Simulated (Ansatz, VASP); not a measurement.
## AlGaN2: VASP beside Ansatz

File INCAR:

```
SYSTEM = AlGaN2
PREC = Accurate
ENCUT = 520
EDIFF = 1E-7
ISMEAR = 0
SIGMA = 0.05
LREAL = .FALSE.
LASPH = .TRUE.
NELM = 100
ALGO = Normal
ISIF = 2
LWAVE = .FALSE.
LCHARG = .FALSE.
GGA = CA
IBRION = 2
NSW = 50
EDIFFG = -0.01
```

KPOINTS

```
Automatic mesh
0
G
  8 8 6
  0 0 0
```

Contents of POSCAR:

```
AlGaN2
1.0
    3.0221609829      0.0000000000      0.0000000000
    0.0000000000      3.0221609829      0.0000000000
    0.0000000000      0.0000000000      4.6580567229
Al Ga N
1 1 2
Direct
    0.5000000000      0.5000000000      0.5000000000
    0.0000000000      0.0000000000      0.0000000000
    0.5000000000      0.0000000000      0.7400738390
    0.0000000000      0.5000000000      0.2599261610
```

Input for Ansatz:

```yaml
crystal:
  lattice:
    - [3.0221609829, 0.0, 0.0]
    - [0.0, 3.0221609829, 0.0]
    - [0.0, 0.0, 4.6580567229]
  atoms:
    - { symbol: Al, position: [0.5, 0.5, 0.5] }
    - { symbol: Ga, position: [0.0, 0.0, 0.0] }
    - { symbol: "N", position: [0.5, 0.0, 0.740073839] }
    - { symbol: "N", position: [0.0, 0.5, 0.259926161] }
basis:
  ecutwfc: 520.0
kpoints:
  mp_grid: { grid: [8, 8, 6] }
hamiltonian:
  xc: lda
  pseudopotentials: { kind: paw, azcp: { folder: soft_1 } }
scf:
  occupations: { method: gaussian, width: 0.05 }
output:
  forces: true
  stress: true
  eigenvalues: true
relax:
  adjacent_minimum: "off"
  f_tol: 0.01
  max_steps: 30
```

Alike in both runs: task relaxation of the atoms; functional LDA; k mesh 8 × 8 × 6; occupations gaussian, width 0.05 eV; no spin polarisation.

|  | VASP | Ansatz |
| --- | --- | --- |
| version | VASP 6.6.1 | Ansatz 0.2.0 |
| potentials or method | VASP PAW LDA potentials, release 64 (Al, Ga_d, N), cutoff 520 eV | scalar-relativistic, plane waves, PAW |
| valence electrons in the cell | 26 | 26 |

```tsv
	VASP	Ansatz	Ansatz less VASP
gap on the k mesh at the Fermi level, each at its own relaxed structure (eV)	2.88	2.87	-0.007
```

Ansatz warns that its potentials were made for another functional, while VASP's fit it. LDA's correlation is that of Perdew and Zunger in VASP and of Perdew and Wang (1992) in Ansatz. Ansatz's warnings: stress scf threshold loose.
